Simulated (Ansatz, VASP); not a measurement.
# One calculation of CoO, two programs

Contents of INCAR:

```
SYSTEM = CoO
ALGO = Normal
EDIFF = 1E-6
ENCUT = 520
GGA = PE
ISIF = 2
ISMEAR = 0
LASPH = .TRUE.
LCHARG = .FALSE.
LREAL = .FALSE.
LWAVE = .FALSE.
NBANDS = 14
NELM = 100
PREC = Accurate
SIGMA = 0.05
```

Contents of KPOINTS:

```
k-points
0
G
  14 14 14
  0 0 0
```

POSCAR

```
CoO
1.0
    0.0000000000      2.0371302694      2.0371302694
    2.0371302694      0.0000000000      2.0371302694
    2.0371302694      2.0371302694      0.0000000000
Co O
1 1
Direct
    0.0000000000      0.0000000000      0.0000000000
    0.5000000000      0.5000000000      0.5000000000
```

Input for Ansatz:

```yaml
crystal:
  lattice:
    - [0.0, 2.0371302694, 2.0371302694]
    - [2.0371302694, 0.0, 2.0371302694]
    - [2.0371302694, 2.0371302694, 0.0]
  atoms:
    - { symbol: Co, position: [0.0, 0.0, 0.0] }
    - { symbol: O, position: [0.5, 0.5, 0.5] }
basis:
  ecutwfc: 420
  ecutrho_ratio: 4
kpoints:
  mp_grid: { grid: [14, 14, 14] }
hamiltonian:
  xc: pbe
scf:
  occupations: { method: gaussian, width: 0.05 }
output:
  forces: true
  stress: true
  eigenvalues: true
```

Alike in both runs: task single point; functional PBE; k mesh 14 × 14 × 14; occupations gaussian, width 0.05 eV; no spin polarisation.

|  | VASP | Ansatz |
| --- | --- | --- |
| version | VASP 6.6.1 | Ansatz 0.2.0 |
| potentials or method | VASP PAW PBE potentials, release 64 (Co, O), cutoff 520 eV | scalar-relativistic, plane waves, PAW |
| valence electrons in the cell | 15 | 23 |

|  | VASP | Ansatz | Ansatz less VASP |
| --- | --- | --- | --- |
| gap on the k mesh at the Fermi level (eV) | none | none | - |
| pressure (GPa) | 4.9 | 4.8 | -0.07 |

A gap of «none» marks a metal or a gap that the smearing closes. VASP's potentials hold 15 valence electrons a cell and Ansatz's 23, so a difference there can come from the potentials and not from the codes.
